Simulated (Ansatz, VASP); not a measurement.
# One calculation of Sb, two programs

File POSCAR:

```
Sb
1.0
    2.1564921147      1.2450513030      3.7499488111
   -2.1564921147      1.2450513030      3.7499488111
    0.0000000000     -2.4901026059      3.7499488111
Sb
2
Direct
    0.2336185136      0.2336185136      0.2336185136
    0.7663814864      0.7663814864      0.7663814864
```

File INCAR.step1:

```
SYSTEM = Sb
PREC     = Accurate       ! precision mode
ENCUT    = 550            ! plane-wave cutoff, eV
ISMEAR   = 0              ! smearing method
SIGMA    = 0.05           ! smearing width, eV
LREAL    = .False.        ! projectors in reciprocal space
LASPH    = .True.         ! aspherical terms in the spheres
NELM     = 120            ! most SCF steps
NBANDS   = 22             ! bands
GGA      = PE             ! functional
ALGO     = Normal         ! electronic algorithm
EDIFF    = 1E-5           ! SCF threshold, eV
LWAVE    = .True.         ! write WAVECAR
LCHARG   = .False.        ! write CHGCAR
GGA_COMPAT= .False.
```

File INCAR.step2:

```
SYSTEM = Sb
PREC     = Accurate       ! precision mode
ENCUT    = 550            ! plane-wave cutoff, eV
EDIFF    = 1E-6           ! SCF threshold, eV
ISMEAR   = 0              ! smearing method
SIGMA    = 0.05           ! smearing width, eV
LREAL    = .False.        ! projectors in reciprocal space
LASPH    = .True.         ! aspherical terms in the spheres
NELM     = 120            ! most SCF steps
ALGO     = Normal         ! electronic algorithm
ISIF     = 2              ! what is computed and relaxed
LWAVE    = .False.        ! write WAVECAR
LCHARG   = .True.         ! write CHGCAR
METAGGA  = R2SCAN         ! meta-GGA
LMIXTAU  = .True.       
LELF     = .True.         ! ELF
LVHAR    = .True.       
NBANDS   = 22             ! bands
ISTART   = 1            
GGA_COMPAT= .False.
```

File KPOINTS:

```
Automatic mesh
0
Gamma
  10 10 10
  0 0 0
```

Input for Ansatz:

```yaml
crystal:
  lattice:
    - [2.1564921147, 1.245051303, 3.7499488111]
    - [-2.1564921147, 1.245051303, 3.7499488111]
    - [0.0, -2.4901026059, 3.7499488111]
  atoms:
    - { symbol: Sb, position: [0.2336185136, 0.2336185136, 0.2336185136] }
    - { symbol: Sb, position: [0.7663814864, 0.7663814864, 0.7663814864] }
basis:
  ecutwfc: 500
  ecutrho_ratio: 4
kpoints:
  mp_grid: { grid: [10, 10, 10] }
hamiltonian:
  xc: r2scan
scf:
  occupations: { method: gaussian, width: 0.05 }
output:
  forces: true
  stress: true
  eigenvalues: true
  states_by_energy: { minimum_broadening: 0.025 }
```

Alike in both runs: task single point; functional r2SCAN; k mesh 10 × 10 × 10; occupations gaussian, width 0.05 eV; no spin polarisation.

|  | VASP | Ansatz |
| --- | --- | --- |
| version | VASP 6.6.1 | Ansatz 0.2.0 |
| potentials or method | VASP PAW PBE potentials, release 64 (Sb_d_GW), cutoff 550 eV | scalar-relativistic, plane waves, PAW |
| valence electrons in the cell | 30 | 30 |

Ansatz gave:

- gap on the k mesh at the Fermi level (eV): none
- pressure (GPa): 1.6
- rms of the force components (eV/Å): 0.004

Q: What did VASP give for the same quantities?

A: gap on the k mesh at the Fermi level (eV): none; pressure (GPa): 1.6; rms of the force components (eV/Å): 0.011.

VASP's potentials were made for PBE, not for r2SCAN. Atom by atom the forces differ by 0.007 eV/Å (rms over components). A gap of «none» marks a metal or a gap that the smearing closes. With one functional, cell and mesh, what is left measures potentials, basis and numerics.

Spin-orbit coupling is off throughout.
